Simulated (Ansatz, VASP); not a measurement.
**LiF: VASP beside Ansatz**

```
Li F
1.0
     0.00000    2.13786    2.13786
     2.13786    0.00000    2.13786
     2.13786    2.13786    0.00000
Li F
1 1
Direct
  0.75000 0.75000 0.75000
  0.00000 0.00000 0.00000
```

Alike in both runs: task single point; functional PBE; k mesh 10 × 10 × 10; occupations gaussian, width 0.02 eV; no spin polarisation.

|  | VASP | Ansatz |
| --- | --- | --- |
| version | VASP 6.6.1 | Ansatz 0.2.0 |
| potentials or method | VASP PAW PBE potentials, release 64 (Li_sv, F), cutoff 520 eV | scalar-relativistic, plane waves, PAW |
| valence electrons in the cell | 10 | 10 |

|  | VASP | Ansatz | Ansatz less VASP |
| --- | --- | --- | --- |
| gap on the k mesh at the Fermi level (eV) | 7.97 | 7.98 | +0.013 |
| least direct gap on the mesh (eV) | 7.97 | 7.98 | +0.013 |

With one functional, cell and mesh, what is left measures potentials, basis and numerics.

Noted on VASP's run: the cutoff is short for stress, so the pressure is rough.
